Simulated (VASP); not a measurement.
Input of a VASP 6.6.1 run:

Contents of POSCAR:

```
ZnS
1.0
    3.8065185602      0.0000000000      0.0000000000
   -1.9032592801      3.2965417732      0.0000000000
    0.0000000000      0.0000000000      6.1199068262
Zn S
2 2
Direct
    0.3333333333      0.6666666667     -0.0005179002
    0.6666666667      0.3333333333      0.4994820998
    0.3333333333      0.6666666667      0.3755179002
    0.6666666667      0.3333333333      0.8755179002
```

Contents of INCAR.step1:

```
SYSTEM = ZnS
PREC = Accurate ; ENCUT = 520
ISMEAR = 0 ; SIGMA = 0.02
LREAL = .FALSE. ; LASPH = .TRUE.
NELM = 80 ; GGA = PE
ALGO = Normal ; EDIFF = 1E-4
LWAVE = .TRUE. ; LCHARG = .FALSE.
```

The input INCAR.step2:

```
SYSTEM = ZnS
PREC = Accurate ; ENCUT = 520
EDIFF = 1E-7 ; ISMEAR = 0
SIGMA = 0.02 ; LREAL = .FALSE.
LASPH = .TRUE. ; NELM = 80
ALGO = Normal ; ISIF = 2
LWAVE = .FALSE. ; LCHARG = .FALSE.
METAGGA = R2SCAN ; LMIXTAU = .TRUE.
IBRION = 2 ; NSW = 60
EDIFFG = -0.008 ; ISTART = 1
```

KPOINTS

```
Automatic mesh
0
G
  6 6 4
  0 0 0
```

Potentials or basis: VASP PAW PBE potentials, release 64 (Zn, S).

Launch:

```bash
$ cat potpaw_PBE.64/Zn/POTCAR potpaw_PBE.64/S/POTCAR > POTCAR
$ cp INCAR.step1 INCAR
$ mpirun -np 1 vasp_std > vasp.out
$ cp INCAR.step2 INCAR
$ mpirun -np 1 vasp_std > vasp.out
```

(1) Estimate the energy gained by relaxing.

(2) Predict the band gap on the k mesh.

## Answers

(1) 0.2 meV/atom.

(2) 2.93 eV.

Caveat: the cell differs from its parent crystal (strain along c alone, the other axes held: -2.0 %).
